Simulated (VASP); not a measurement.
# Pd in VASP: relaxation of the atoms with PBE

Aim: the relaxation of the atoms of Pd with PBE.

Everything below comes from runs of VASP 6.6.1. Logs are shortened: lines on timing, memory, paths and dates and some standing lists are left out, and cuts for length are marked.

**1. The cell of the first run**

The cell holds a slab with vacuum, 5 atoms: a = 2.751 Å, b = 2.751 Å, c = 25.983 Å, α = 90.00°, β = 90.00°, γ = 120.00°.

**2. Relaxation of the atoms, PBE**

INCAR

```
SYSTEM = Pd
  PREC = Accurate
  ENCUT = 520
  EDIFF = 1E-6
  ISMEAR = 0
  SIGMA = 0.1
  LREAL = .False.
  LASPH = .True.
  NELM = 80
  ALGO = Normal
  ISIF = 2
  LWAVE = .False.
  LCHARG = .False.
  LDIPOL = .True.
  IDIPOL = 3
  DIPOL = 0.5 0.5 0.500
  GGA = PE
  IBRION = 2
  NSW = 60
  EDIFFG = -0.04
```

KPOINTS

```
regular mesh
0
Gamma
  12 12 1
  0 0 0
```

POSCAR

```
Pd
1.0
    2.7505039600      0.0000000000      0.0000000000
   -1.3752519800      2.3820063000      0.0000000000
    0.0000000000      0.0000000000     25.9831084861
Pd
5
Selective dynamics
Direct
    0.6666666700      0.3333333300      0.3271356083  F F F
    0.3333333300      0.6666666700      0.4135678041  F F F
    0.0000000000      0.0000000000      0.5000000000  T T T
    0.6666666700      0.3333333300      0.5864321959  T T T
    0.3333333300      0.6666666700      0.6728643917  T T T
```

Potentials or basis: VASP PAW PBE potentials, release 64 (Pd).

Run with:

```sh
> cat potpaw_PBE.64/Pd/POTCAR > POTCAR
> mpirun -np 1 vasp_std > vasp.out
```

OUTCAR:

```text
SYSTEM = Pd
   PREC = Accurate
   ENCUT = 520
   EDIFF = 1E-6
   ISMEAR = 0
   LREAL = .False.
   LASPH = .True.
   NELM = 80
   ISIF = 2
   GGA = PE
   IBRION = 2
   NSW = 60
   EDIFFG = -0.04

 ion  position               nearest neighbor table
   1  0.667  0.333  0.327-   2 2.75   2 2.75   2 2.75
   2  0.333  0.667  0.414-   1 2.75   1 2.75   3 2.75   3 2.75   3 2.75   1 2.75
   3  0.000  0.000  0.500-   2 2.75   4 2.75   2 2.75   4 2.75   4 2.75   2 2.75
   4  0.667  0.333  0.586-   5 2.75   5 2.75   3 2.75   3 2.75   3 2.75   5 2.75
   5  0.333  0.667  0.673-   4 2.75   4 2.75   4 2.75

  LATTYP: Found a hexagonal cell.
 ALAT       =     2.7505039600
 C/A-ratio  =     9.4466719059

  Lattice vectors:

 A1 = (   2.7505039600,   0.0000000000,   0.0000000000)
 A2 = (  -1.3752519800,   2.3820063000,   0.0000000000)
 A3 = (   0.0000000000,   0.0000000000,  25.9831084861)

Analysis of symmetry for initial positions (statically):
=====================================================================
 Subroutine PRICEL returns:
 Original cell was already a primitive cell.

 Routine SETGRP: Setting up the symmetry group for a
 hexagonal supercell.

 Subroutine GETGRP returns: Found 12 space group operations
 (whereof 12 operations were pure point group operations)
 out of a pool of 24 trial point group operations.

The static configuration has the point symmetry D_3d.

Analysis of symmetry for dynamics (positions and initial velocities):
=====================================================================
 Subroutine PRICEL returns:
 Original cell was already a primitive cell.

 Routine SETGRP: Setting up the symmetry group for a
 hexagonal supercell.

 Subroutine GETGRP returns: Found 12 space group operations
 (whereof 12 operations were pure point group operations)
 out of a pool of 24 trial point group operations.

The dynamic configuration has the point symmetry D_3d.

Analysis of constrained symmetry for selective dynamics:
=====================================================================
 Subroutine PRICEL returns:
 Original cell was already a primitive cell.

 Routine SETGRP: Setting up the symmetry group for a
 hexagonal supercell.

[... 120 lines left out ...]
   EFERMI_NEDOS =   21; number of points for ismear=-14 and -15
   IALGO  =     38    algorithm
   IMIX   =      4    mixing-type and parameters
     AMIX     =   0.40;   BMIX     =  1.00
     AMIX_MAG =   1.60;   BMIX_MAG =  1.00
  volume/ion in A,a.u.               =      34.05       229.76
  Fermi-wavevector in a.u.,A,eV,Ry     =   1.088218  2.056435 16.112282  1.184219
  Thomas-Fermi vector in A             =   2.224395
   LORBIT       =      0    0 simple, 1 ext, 2 COOP (PROOUT), +10 PAW based schemes
   GGA     = PE    functional components
   LHFCALC =     F    Hartree Fock is set to
   AEXX    =    0.0000 exact exchange contribution
   IVDW    =     0    specifies the selected vdW correction
   LEPSILON=     F    determine dielectric tensor
   LRPA    =     F    only Hartree local field effects (RPA)
 conjugate gradient relaxation of ions
 non-spin polarized calculation
 Gauss-broadening in eV      SIGMA  =   0.10
  energy-cutoff  :      520.00
  volume of cell :      170.23
 maximum number of plane-waves:      4613
   NGX = 11   NGY = 11   NGZ = 97

--------------------------------------- Ionic step        1  -------------------------------------------

 number of electron      50.0000000 magnetization

 Free energy of the ion-electron system (eV)
  ---------------------------------------------------
  ext. energy  EPLUGINS =         0.00000000
  ---------------------------------------------------
  free energy    TOTEN  =       -24.99460723 eV

  energy without entropy =      -24.92258412  energy(sigma->0) =      -24.95859568

------------------------ aborting loop because EDIFF is reached ----------------------------------------

  FORCE on cell =-STRESS in cart. coord.  units (eV):
  Direction    XX          YY          ZZ          XY          YZ          ZX
  --------------------------------------------------------------------------------------
  -------------------------------------------------------------------------------------
  Total        0.9811252      0.9811252      2.3860513      0.0000000      0.0000000      0.0000000
  in kB        9.2339754      9.2339754     22.4566038      0.0000000      0.0000000      0.0000000
  external PRESSURE =      13.6415182 kB  Pullay stress =       0.0000000 kB
[... 215 lines left out ...]
  FREE ENERGIE OF THE ION-ELECTRON SYSTEM (eV)
  ---------------------------------------------------
  free  energy   TOTEN  =       -25.0091486859 eV

  energy  without entropy=      -24.9372106603  energy(sigma->0) =      -24.97317967

 dipolmoment           0.000000      0.000000     -0.000476 electrons x Angstroem

--------------------------------------- Ionic step        7  -------------------------------------------

 number of electron      50.0000001 magnetization

 dipolmoment           0.000000      0.000000      0.000798 electrons x Angstroem

 Free energy of the ion-electron system (eV)
  ---------------------------------------------------
  ext. energy  EPLUGINS =         0.00000000
  ---------------------------------------------------
  free energy    TOTEN  =       -25.01341502 eV

  energy without entropy =      -24.94144121  energy(sigma->0) =      -24.97742812

 E-fermi :   1.2376     XC(G=0):  -6.4222

 val. band max:        1.2369098854   @ k =   0.1667   0.0833   0.0000
 cond. band min:       1.2564856266   @ k =   0.2500  -0.0000   0.0000
 fundamental gap:      0.0195757412
 Fermi energy:         1.2375665418

 k-point     1 :       0.0000    0.0000    0.0000
  band No.  band energies     occupation
      1      -5.4714      2.00000
      2      -4.6752      2.00000
      3      -3.9768      2.00000
      4      -3.7353      2.00000
      5      -3.6310      2.00000
      6      -1.6721      2.00000
[... 616 lines left out ...]
     29       8.0356      0.00000
     30       8.3912      0.00000

------------------------ aborting loop because EDIFF is reached ----------------------------------------

 vacuum level on the upper side and lower side of the slab       (xc-potential included)        -0.160        -0.119

  FORCE on cell =-STRESS in cart. coord.  units (eV):
  Direction    XX          YY          ZZ          XY          YZ          ZX
  --------------------------------------------------------------------------------------
  -------------------------------------------------------------------------------------
  Total        0.2618149      0.2618149      0.9781877      0.0000000     -0.0000000     -0.0000000
  in kB        2.4641023      2.4641023      9.2063295      0.0000000     -0.0000000     -0.0000000
  external PRESSURE =       4.7115114 kB  Pullay stress =       0.0000000 kB
[... 20 lines left out ...]
  FREE ENERGIE OF THE ION-ELECTRON SYSTEM (eV)
  ---------------------------------------------------
  free  energy   TOTEN  =       -25.0134150240 eV

  energy  without entropy=      -24.9414412099  energy(sigma->0) =      -24.97742812

 reached required accuracy - stopping structural energy minimisation

 vacuum level on the upper side and lower side of the slab         6.338         6.371
```

OSZICAR:

```text
N       E                     dE             d eps       ncg     rms          rms(c)
DAV:   1     0.330162865750E+03    0.33016E+03   -0.23821E+04  1140   0.147E+03
DAV:   2    -0.109604247942E+02   -0.34112E+03   -0.32367E+03  1312   0.315E+02
DAV:   3    -0.256369703414E+02   -0.14677E+02   -0.13522E+02  1430   0.596E+01
[... 109 lines left out ...]
DAV:   9    -0.250134534624E+02    0.26082E-03   -0.11269E-03  1356   0.258E-01    0.587E-02
DAV:  10    -0.250134271422E+02    0.26320E-04   -0.27539E-04  1344   0.109E-01    0.383E-02
DAV:  11    -0.250134198374E+02    0.73048E-05   -0.29182E-05  1242   0.364E-02    0.238E-02
DAV:  12    -0.250134159410E+02    0.38963E-05   -0.66161E-06  1024   0.187E-02    0.146E-02
DAV:  13    -0.250134150240E+02    0.91704E-06   -0.29130E-06   748   0.134E-02
   7 F= -.25013415E+02 E0= -.24977428E+02  d E =-.762933E-02
```

Wall time 10 min (1 thread of Intel Xeon Platinum 8259CL at 2.50GHz (Skylake/Cascade Lake), shared host); peak memory 0.31 GiB.

What came out:

```
Free energy               : -25.0134 eV
Energy gained by relaxing : 3.8 meV/atom
Ionic steps               : 7
Band gap on the k mesh    : zero (bands 25 and 26 overlap by 0.98 eV)
```

The path:
```
step  energy change (eV)  largest force on free atoms (eV/Å)  pressure (GPa)
   1              0.0000                              0.3057            1.36
   2             -0.0038                              0.2038            1.25
   3             -0.0061                              0.2278            1.09
   4             -0.0090                              0.1612            0.98
   5             -0.0112                              0.2030            0.81
   6             -0.0145                              0.1395            0.70
   7             -0.0188                              0.0337            0.47
```

Final structure:
```
Pd
1.0
     2.75050    0.00000    0.00000
    -1.37525    2.38201    0.00000
     0.00000    0.00000   25.98311
Pd
5
Direct
  0.66667 0.33333 0.32714
  0.33333 0.66667 0.41357
  0.00000 0.00000 0.50135
  0.66667 0.33333 0.58920
  0.33333 0.66667 0.67761
```
